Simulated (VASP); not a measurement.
# Si2Mo (I4/mmm) in VASP: relaxation of cell and atoms with PBE

Aim: the relaxation of cell and atoms of Si2Mo with PBE.

Program: VASP 6.6.1. These are calculated values, not measurements. Logs are shortened: lines on timing, memory, paths and dates and some standing lists are left out, and cuts for length are marked.

## Step 1: The cell of the first run

The structure is tetragonal, space group I4/mmm (No. 139). Conventional cell: a = 3.200 Å, b = 3.200 Å, c = 7.861 Å, α = 90.00°, β = 90.00°, γ = 90.00°. Si (site symmetry 4mm) has 9 Si at 2.61 to 3.20 Å and 5 Mo at 2.62 Å within 3.4 Å. Mo (site symmetry 4/mmm) has 10 Si at 2.62 Å and 4 Mo at 3.20 Å within 3.5 Å.

## Step 2: Relaxation of cell and atoms, PBE, target pressure 30 GPa, at which the enthalpy is minimised

INCAR

```
PREC     = Accurate       # precision mode
ENCUT    = 600            # plane-wave cutoff, eV
EDIFF    = 1E-6           # SCF threshold, eV
ISMEAR   = -1             # smearing method
SIGMA    = 0.05           # smearing width, eV
LREAL    = F              # projectors in reciprocal space
LASPH    = T              # aspherical terms in the spheres
NELM     = 60             # most SCF steps
ALGO     = Normal         # electronic algorithm
ISIF     = 3              # what is computed and relaxed
LWAVE    = F              # write WAVECAR
LCHARG   = F              # write CHGCAR
GGA      = PE             # functional
IBRION   = 2              # ionic algorithm
NSW      = 80             # ionic steps
EDIFFG   = -0.01          # ionic threshold
PSTRESS  = 300.0
```

KPOINTS

```
regular mesh
0
Gamma
  11 11 11
```

POSCAR

```
Si2Mo
1.0
   -1.6000000000      1.6000000000      3.9305000000
    1.6000000000     -1.6000000000      3.9305000000
    1.6000000000      1.6000000000     -3.9305000000
Si Mo
2 1
Direct
    0.3330000000      0.3330000000      0.0000000000
    0.6670000000      0.6670000000      0.0000000000
    0.0000000000      0.0000000000      0.0000000000
```

Potentials or basis: VASP PAW PBE potentials, release 64 (Si, Mo_sv).

The run is started by

```console
cat potpaw_PBE.64/Si/POTCAR potpaw_PBE.64/Mo_sv/POTCAR > POTCAR
mpirun -np 1 vasp_std > vasp.out
```

OUTCAR:

```text
PREC = Accurate
   ENCUT = 600
   EDIFF = 1E-6
   ISMEAR = -1
   LREAL = F
   LASPH = T
   NELM = 60
   ISIF = 3
   GGA = PE
   IBRION = 2
   NSW = 80
   EDIFFG = -0.01
   PSTRESS = 300.0

 ion  position               nearest neighbor table
   1  0.333  0.333  0.000-   2 2.61   2 2.61   2 2.61   2 2.61   3 2.62   3 2.62   3 2.62   3 2.62
                             3 2.62   2 2.63
   2  0.667  0.667  0.000-   1 2.61   1 2.61   1 2.61   1 2.61   3 2.62   3 2.62   3 2.62   3 2.62
                             3 2.62   1 2.63
   3  0.000  0.000  0.000-   2 2.62   1 2.62   2 2.62   1 2.62   2 2.62   1 2.62   1 2.62   2 2.62
                             1 2.62   2 2.62

  LATTYP: Found a body centered tetragonal cell.
 ALAT       =     3.2000000000
 C/A-ratio  =     2.4565625000

  Lattice vectors:

 A1 = (  -1.6000000000,   1.6000000000,   3.9305000000)
 A2 = (   1.6000000000,  -1.6000000000,   3.9305000000)
 A3 = (   1.6000000000,   1.6000000000,  -3.9305000000)

Analysis of symmetry for initial positions (statically):
=====================================================================
 Subroutine PRICEL returns:
 Original cell was already a primitive cell.

 Routine SETGRP: Setting up the symmetry group for a
 body centered tetragonal supercell.

 Subroutine GETGRP returns: Found 16 space group operations
 (whereof 16 operations were pure point group operations)
 out of a pool of 16 trial point group operations.

The static configuration has the point symmetry D_4h.

Analysis of symmetry for dynamics (positions and initial velocities):
=====================================================================
 Subroutine PRICEL returns:
 Original cell was already a primitive cell.

 Routine SETGRP: Setting up the symmetry group for a
 body centered tetragonal supercell.

 Subroutine GETGRP returns: Found 16 space group operations
 (whereof 16 operations were pure point group operations)
 out of a pool of 16 trial point group operations.

The dynamic configuration has the point symmetry D_4h.

 Subroutine INISYM returns: Found 16 space group operations
 (whereof 16 operations are pure point group operations),
 and found     1 'primitive' translations

----------------------------------------------------------------------------------------

                                     Primitive cell

  volume of cell :      40.2483
[... 107 lines left out ...]
   EFERMI_NEDOS =   21; number of points for ismear=-14 and -15
   IALGO  =     38    algorithm
   IMIX   =      4    mixing-type and parameters
     AMIX     =   0.40;   BMIX     =  1.00
     AMIX_MAG =   1.60;   BMIX_MAG =  1.00
  volume/ion in A,a.u.               =      13.42        90.54
  Fermi-wavevector in a.u.,A,eV,Ry     =   1.338546  2.529484 24.377614  1.791704
  Thomas-Fermi vector in A             =   2.467007
   LORBIT       =      0    0 simple, 1 ext, 2 COOP (PROOUT), +10 PAW based schemes
   GGA     = PE    functional components
   LHFCALC =     F    Hartree Fock is set to
   AEXX    =    0.0000 exact exchange contribution
   IVDW    =     0    specifies the selected vdW correction
   LEPSILON=     F    determine dielectric tensor
   LRPA    =     F    only Hartree local field effects (RPA)
 conjugate gradient relaxation of ions
 non-spin polarized calculation
  energy-cutoff  :      600.00
  volume of cell :       40.25
 maximum number of plane-waves:      1360
   NGX = 19   NGY = 19   NGZ = 19

--------------------------------------- Ionic step        1  -------------------------------------------

 number of electron      22.0000000 magnetization

 Free energy of the ion-electron system (eV)
  ---------------------------------------------------
  ext. energy  EPLUGINS =         0.00000000
  ---------------------------------------------------
  free energy    TOTEN  =       -23.25300756 eV

  energy without entropy =      -23.25007281  energy(sigma->0) =      -23.25154018

------------------------ aborting loop because EDIFF is reached ----------------------------------------

  FORCE on cell =-STRESS in cart. coord.  units (eV):
  Direction    XX          YY          ZZ          XY          YZ          ZX
  --------------------------------------------------------------------------------------
  -------------------------------------------------------------------------------------
  Total        0.6971947      0.6971947      0.3956664      0.0000000     -0.0000000      0.0000000
  in kB       27.7534465     27.7534465     15.7504143      0.0000000     -0.0000000      0.0000000
  external PRESSURE =    -276.2475643 kB  Pullay stress =     300.0000000 kB
[... 221 lines left out ...]
--------------------------------------- Ionic step        7  -------------------------------------------

 number of electron      22.0000001 magnetization

 Free energy of the ion-electron system (eV)
  ---------------------------------------------------
  ext. energy  EPLUGINS =         0.00000000
  ---------------------------------------------------
  free energy    TOTEN  =       -22.88972727 eV

  energy without entropy =      -22.88697405  energy(sigma->0) =      -22.88835066

 E-fermi :  13.8324     XC(G=0): -12.9176

 val. band max:       13.7898172106   @ k =  -0.4545  -0.4545   0.2727
 cond. band min:      13.8435110716   @ k =   0.0909   0.0000   0.0000
 fundamental gap:      0.0536938611
 Fermi energy:        13.8323580552

 k-point     1 :       0.0000    0.0000    0.0000
  band No.  band energies     occupation
      1     -46.7512      2.00000
      2     -20.9959      2.00000
      3     -20.8314      2.00000
      4     -20.8314      2.00000
      5      -0.4074      2.00000
      6       6.8300      2.00000
      7      10.3086      2.00000
      8      10.4823      2.00000
      9      10.9376      2.00000
     10      10.9376      2.00000
     11      14.3316      0.00009
     12      16.5976      0.00000
     13      17.6606      0.00000
     14      17.8255      0.00000
[... 401 lines left out ...]
      2     -20.9732      2.00000
      3     -20.9393      2.00000
      4     -20.9253      2.00000
      5       0.6768      2.00000
      6       7.6720      2.00000
      7       8.7524      2.00000
      8       8.9019      2.00000
      9      10.7566      2.00000
     10      11.5843      2.00000
     11      12.4182      2.00000
     12      16.8029      0.00000
     13      17.6665      0.00000
     14      17.8272      0.00000
     15      18.1653      0.00000

 [... further k-points ...]

------------------------ aborting loop because EDIFF is reached ----------------------------------------

  FORCE on cell =-STRESS in cart. coord.  units (eV):
  Direction    XX          YY          ZZ          XY          YZ          ZX
  --------------------------------------------------------------------------------------
  -------------------------------------------------------------------------------------
  Total        6.8091075      6.8091075      6.8113820      0.0000000     -0.0000000      0.0000000
  in kB      300.0377881    300.0377881    300.1380122      0.0000000     -0.0000000      0.0000000
  external PRESSURE =       0.0711961 kB  Pullay stress =     300.0000000 kB
[... 22 lines left out ...]
  energy  without entropy=      -22.8869740456  energy(sigma->0) =      -22.88835066

  enthalpy is  TOTEN    =       -16.0814773279 eV   P V=        6.8082499410

 reached required accuracy - stopping structural energy minimisation
```

Run time: 10 min. Hardware: 1 thread of Intel Xeon 8259CL, shared host; peak memory 0.28 GiB.

What came out:

```
Free energy                                                : -22.8897 eV
Relaxed volume                                             : 12.12 Å³/atom
Relaxed cell                                               : a = 4.393 Å, b = 4.393 Å, c = 4.393 Å, α = 138.84°, β = 138.84°, γ = 59.62°
Space group after relaxing (to 0.1 Å)                      : I4/mmm (No. 139)
Energy change on relaxing (the run minimises the enthalpy) : +121.1 meV/atom
Ionic steps                                                : 7
Pressure after relaxing                                    : 30.0 GPa
Largest force after relaxing                               : 0.003 eV/Å
Band gap on the k mesh                                     : zero (bands 11 and 12 overlap by 1.02 eV)
```

Forces on the atoms (eV/Å):
```
Si   0.000  0.000 -0.003
Si   0.000  0.000  0.003
Mo   0.000  0.000  0.000
```

Step by step:
```
step  energy change (eV)  largest force (eV/Å)  pressure (GPa)  volume (Å³)
   1              0.0000                0.2716            2.38        40.25
   2              4.7576                1.0339          167.62        28.22
   3              0.2966                0.0607           26.70        36.74
   4              0.3452                0.0384           29.20        36.47
   5              0.3609                0.0314           29.98        36.38
   6              0.3660                0.0215           30.04        36.35
   7              0.3633                0.0030           30.01        36.36
```

Final structure:
```yaml
crystal:
  lattice:
    - [-1.54424, 1.54424, 3.81185]
    - [1.54424, -1.54424, 3.81185]
    - [1.54424, 1.54424, -3.81185]
  atoms:
    - { symbol: Si, position: [0.33345, 0.33345, 0.00000] }
    - { symbol: Si, position: [0.66655, 0.66655, 0.00000] }
    - { symbol: Mo, position: [0.00000, 0.00000, 0.00000] }
```

Caveat: the cell is relaxed towards a set pressure, so the run minimises the enthalpy, not the energy.
